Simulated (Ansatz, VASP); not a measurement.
WS2: VASP beside Ansatz

```
CELL_PARAMETERS angstrom
3.18000 0.00000 0.00000
-1.59000 2.75396 0.00000
0.00000 0.00000 12.62500
ATOMIC_POSITIONS crystal
W 0.66667 0.33333 0.75000
W 0.33333 0.66667 0.25000
S 0.66667 0.33333 0.37500
S 0.33333 0.66667 0.87500
S 0.66667 0.33333 0.12500
S 0.33333 0.66667 0.62500
```

Alike in both runs: task single point; functional PBE; k mesh 8 × 8 × 2; occupations fermi-dirac, width 0.05 eV; no spin polarisation.

|  | VASP | Ansatz |
| --- | --- | --- |
| version | VASP 6.6.1 | Ansatz 0.2.0 |
| potentials or method | VASP PAW PBE potentials, release 64 (W_sv, S) | Ansatz PAW |
| plane-wave cutoff (eV) | 520 | 420 |
| valence electrons in the cell | 52 | 52 |

```csv
,VASP,Ansatz,Ansatz less VASP
gap on the k mesh at the Fermi level (eV),1.25,1.23,-0.014
least direct gap on the mesh (eV),2.21,2.21,-0.003
pressure (GPa),0.6,0.6,+0.03
"traceless stress, the component that is largest in VASP (GPa)",-0.05,-0.06,-0.006
rms of the force components (eV/Å),0.077,0.079,+0.0012
```

Atom by atom the forces differ by 0.001 eV/Å (rms over components).

Spin-orbit coupling is off throughout.
